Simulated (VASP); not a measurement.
A run of VASP 6.6.1:

The input INCAR:

```
PREC = Accurate
ENCUT = 520
EDIFF = 1E-6
ISMEAR = 0
SIGMA = 0.1
LREAL = False
LASPH = True
NELM = 150
ALGO = Normal
ISIF = 2
LWAVE = False
LCHARG = False
ISPIN = 2
MAGMOM = 2 3 0 0 0 0 0 0 0 0 0 0 0 0
LORBIT = 11
LMAXMIX = 4
GGA = PE
NBANDS = 55
```

File KPOINTS:

```
regular mesh
0
Gamma
  4 4 4
```

The input POSCAR:

```
VCoC6N6
1.0
    0.0000000000      5.0945000000      5.0945000000
    5.0945000000      0.0000000000      5.0945000000
    5.0945000000      5.0945000000      0.0000000000
V Co C N
1 1 6 6
Direct
    0.0000000000      0.0000000000      0.0000000000
    0.5000000000      0.5000000000      0.5000000000
    0.8118559200      0.1881440800      0.1881440800
    0.1881440800      0.8118559200      0.1881440800
    0.1881440800      0.1881440800      0.8118559200
    0.1881440800      0.8118559200      0.8118559200
    0.8118559200      0.1881440800      0.8118559200
    0.8118559200      0.8118559200      0.1881440800
    0.6970262000      0.3029738000      0.3029738000
    0.3029738000      0.6970262000      0.3029738000
    0.3029738000      0.3029738000      0.6970262000
    0.3029738000      0.6970262000      0.6970262000
    0.6970262000      0.3029738000      0.6970262000
    0.6970262000      0.6970262000      0.3029738000
```

Potentials or basis: VASP PAW PBE potentials, release 64 (V_sv, Co, C, N).

Run with:

```console
$ cat potpaw_PBE.64/V_sv/POTCAR potpaw_PBE.64/Co/POTCAR potpaw_PBE.64/C/POTCAR potpaw_PBE.64/N/POTCAR > POTCAR
$ mpirun -np 1 vasp_std > vasp.out
```

Hardware: 1 thread of Intel(R) Xeon(R) 6975P-C (Granite Rapids) (shared host).

Estimate the wall time of this run.

Run time: 9.8 min on 1 thread of Intel(R) Xeon(R) 6975P-C (Granite Rapids), with other jobs on the host, peak memory 0.63 GiB. Counts: scf iterations 34, k points 8.
